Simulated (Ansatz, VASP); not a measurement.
Cl in VASP and in Ansatz

Contents of INCAR:

```
PREC = Accurate
ENCUT = 520
EDIFF = 1E-6
ISMEAR = -1
SIGMA = 0.02
LREAL = F
LASPH = T
NELM = 80
ALGO = Normal
ISIF = 2
LWAVE = F
LCHARG = F
GGA = PE
NBANDS = 22
```

Contents of KPOINTS:

```
regular mesh
0
Gamma
  7 7 4
```

The input POSCAR:

```
Cl
1.0
    3.1200000000     -2.2400000000      0.0000000000
    3.1200000000      2.2400000000      0.0000000000
    0.0000000000      0.0000000000      8.2600000000
Cl
4
Direct
    0.1300000000      0.8700000000      0.1000000000
    0.6300000000      0.3700000000      0.4000000000
    0.8700000000      0.1300000000      0.9000000000
    0.3700000000      0.6300000000      0.6000000000
```

Input for Ansatz:

```yaml
crystal:
  lattice:
    - [3.12, -2.24, 0.0]
    - [3.12, 2.24, 0.0]
    - [0.0, 0.0, 8.26]
  atoms:
    - { symbol: Cl, position: [0.13, 0.87, 0.1] }
    - { symbol: Cl, position: [0.63, 0.37, 0.4] }
    - { symbol: Cl, position: [0.87, 0.13, 0.9] }
    - { symbol: Cl, position: [0.37, 0.63, 0.6] }
kpoints:
  mp_grid: { grid: [7, 7, 4] }
  band_path:
    path:
      - [0.0, 0.0, 0.0]
      - [0.5, 0.5, 0.0]
      - [0.3788625904, 0.6211374096, 0.0]
      - [-0.3788625904, 0.3788625904, 0.0]
      - [0.0, 0.0, 0.0]
      - [0.0, 0.0, 0.5]
      - [-0.3788625904, 0.3788625904, 0.5]
      - [0.3788625904, 0.6211374096, 0.5]
      - [0.5, 0.5, 0.5]
    npoints: 14
scf:
  occupations: { method: fermi_dirac, width: 0.02 }
hamiltonian:
  xc: pbe
  pseudopotentials: { kind: all_electron, lapw: { basis_error: 0.0005 } }
output:
  forces: true
  stress: true
  eigenvalues: true
  fatbands: true
  populations: true
  dos: { projected: true, de: 0.2, e_range: [-14, 8] }
```

Alike in both runs: task single point; functional PBE; k mesh 7 × 7 × 4; occupations fermi-dirac, width 0.02 eV; no spin polarisation.

```csv
,VASP,Ansatz
version,VASP 6.6.1,Ansatz 0.2.0
potentials or method,"VASP PAW PBE potentials, release 64 (Cl), cutoff 520 eV","all-electron LAPW, scalar-relativistic"
```

```tsv
	VASP	Ansatz	Ansatz less VASP
gap on the k mesh at the Fermi level (eV)	2.51	2.47	-0.037
pressure (GPa)	0.2	0.5	+0.37
traceless stress, the component that is largest in VASP (GPa)	1.15	0.84	-0.310
rms of the force components (eV/Å)	0.146	0.065	-0.0812
```

Atom by atom the forces differ by 0.103 eV/Å (rms over components). Ansatz ran all-electron here, and VASP with PAW potentials.
